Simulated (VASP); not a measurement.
A run of VASP 6.6.1 is set up as follows.

INCAR

```
  PREC = Accurate
  ENCUT = 600
  EDIFF = 1E-6
  ISMEAR = 0
  SIGMA = 0.2
  LREAL = False
  LASPH = True
  NELM = 80
  ALGO = Normal
  ISIF = 3
  LWAVE = False
  LCHARG = False
  GGA = PE
  IBRION = 2
  NSW = 36
  EDIFFG = -0.08
```

File KPOINTS:

```
Automatic mesh
0
Gamma
  6 6 2
```

Contents of POSCAR:

```
AlO6
1.0
    2.8500000000      0.0000000000      0.0000000000
   -1.4250000000      2.4681724000      0.0000000000
    0.0000000000      0.0000000000     12.0000000000
Al O
1 6
Direct
    0.0000000000      0.0000000000      0.0000000000
    0.3333333300      0.6666666700      0.6100000000
    0.3333333300      0.6666666700      0.7100000000
    0.6666666700      0.3333333300      0.3900000000
    0.6666666700      0.3333333300      0.2900000000
    0.6666666700      0.3333333300      0.9200000000
    0.3333333300      0.6666666700      0.0800000000
```

Potentials or basis: VASP PAW PBE potentials, release 64 (Al, O).

Launch:

```sh
$ cat potpaw_PBE.64/Al/POTCAR potpaw_PBE.64/O/POTCAR > POTCAR
$ mpirun -np 1 vasp_std > vasp.out
```

Predict the relaxed volume.

11.91 Å³/atom.

Predict the relaxed cell.

a = 2.835 Å, b = 2.835 Å, c = 11.974 Å, α = 90.00°, β = 90.00°, γ = 120.00°.

Estimate the space group after relaxing (to 0.05 Å).

P-3m1 (No. 164).

Final structure:
```
CELL_PARAMETERS angstrom
2.83509 0.00000 0.00000
-1.41755 2.45526 0.00000
0.00000 0.00000 11.97435
ATOMIC_POSITIONS crystal
Al 0.00000 0.00000 0.00000
O 0.33333 0.66667 0.60888
O 0.33333 0.66667 0.71134
O 0.66667 0.33333 0.39112
O 0.66667 0.33333 0.28866
O 0.66667 0.33333 0.92234
O 0.33333 0.66667 0.07766
```

Caveat: the k points lie up to 0.43 Å⁻¹ apart in the final cell; the standard files for N, O and F lose accuracy on very short bonds; an odd number of electrons without spin polarisation forces a metal; a magnetic or distorted state may lie lower.
